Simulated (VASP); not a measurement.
The system is ScAl2P3.

```
Sc Al P
1.0
     3.69393    0.00000    0.00000
     0.00000    3.69393    0.00000
     0.00000    0.00000    8.13807
Sc Al P
1 2 3
Direct
  0.00000 0.00000 0.00000
  0.00000 0.50000 0.73150
  0.50000 0.00000 0.26850
  0.00000 0.50000 0.38350
  0.50000 0.00000 0.61650
  0.50000 0.50000 0.00000
```

```yaml
Program: VASP 6.6.1
Task: relaxation of cell and atoms
Functional: PBE
Potentials_or_basis: VASP PAW PBE potentials, release 64 (Sc_sv, Al, P)
Cutoff: 600 eV
k_mesh: 6 × 6 × 2
Occupations: gaussian, width 0.1 eV
Spin: no spin polarisation
```

At the start: pressure -6.8 GPa; volume 18.51 Å³/atom.

**Question.** How do energy, volume and symmetry change on relaxing?

**Answer.** Over 19 steps the energy falls by 309.4 meV/atom and the volume is 16.73 Å³/atom (-9.6 %); space group P-4m2 (No. 115, to 0.05 Å).

Step by step:
```tsv
step	energy change (eV)	largest force (eV/Å)	pressure (GPa)	volume (Å³)
1	0.0000	1.9554	-6.75	111.04
2	-0.6253	1.7179	1.62	98.98
3	-0.6600	1.5638	5.54	95.38
4	-1.1203	0.9556	5.34	95.27
5	-0.7370	3.6302	10.26	94.62
6	-1.3022	1.3874	5.79	95.13
7	-1.3233	1.7264	6.43	95.03
8	-1.6869	0.7477	-2.04	103.09
9	-1.6930	0.6357	-3.00	104.29
10	-1.8117	0.2630	-0.94	101.82
11	-1.8215	0.2146	0.05	100.90
12	-1.8352	0.1667	0.17	100.56
13	-1.8518	0.0440	0.58	99.52
14	-1.8520	0.0515	0.54	99.61
15	-1.8542	0.0574	-0.40	100.69
16	-1.8544	0.0521	-0.20	100.45
17	-1.8557	0.0619	-0.02	100.39
18	-1.8557	0.0638	0.02	100.37
19	-1.8565	0.0308	0.07	100.39
```

Final structure:
```
Sc Al P
1.0
     3.62291    0.00000    0.00000
     0.00000    3.62291    0.00000
     0.00000    0.00000    7.64831
Sc Al P
1 2 3
Direct
  0.00000 0.00000 0.00000
  0.00000 0.50000 0.65182
  0.50000 0.00000 0.34818
  0.00000 0.50000 0.32250
  0.50000 0.00000 0.67750
  0.50000 0.50000 0.00000
```

Caveat: the k points lie up to 0.41 Å⁻¹ apart in the final cell.
